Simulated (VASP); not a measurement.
Crystal: TiPbO3.

```
Ti Pb O
1.0
     3.96390    0.00000    0.00000
     0.00000    3.96390    0.00000
     0.00000    0.00000    3.96390
Ti Pb O
1 1 3
Direct
  0.50000 0.50000 0.50000
  0.00000 0.00000 0.00000
  0.00000 0.50000 0.50000
  0.50000 0.00000 0.50000
  0.50000 0.50000 0.00000
```

Base run:

- Program: VASP 6.6.1
- Functional: PBE
- Potentials or basis: VASP PAW PBE potentials, release 64 (Ti_sv, Pb_d, O)
- Cutoff: 600 eV
- k mesh: 5 × 5 × 5
- Occupations: gaussian, width 0.01 eV
- Spin: no spin polarisation

Its results: band gap on the k mesh 1.97 eV, indirect (least direct gap 1.98 eV); pressure 0.5 GPa.

Q: The run is repeated on the same cell with these changes: k mesh from 5 × 5 × 5 to 4 × 4 × 4. What comes out?

A: Band gap on the k mesh 1.62 eV, indirect (least direct gap 1.63 eV); pressure 0.5 GPa.

Caveats: spin-orbit coupling is left out, which moves the levels of the heavy elements.

A k mesh can miss the band edges.
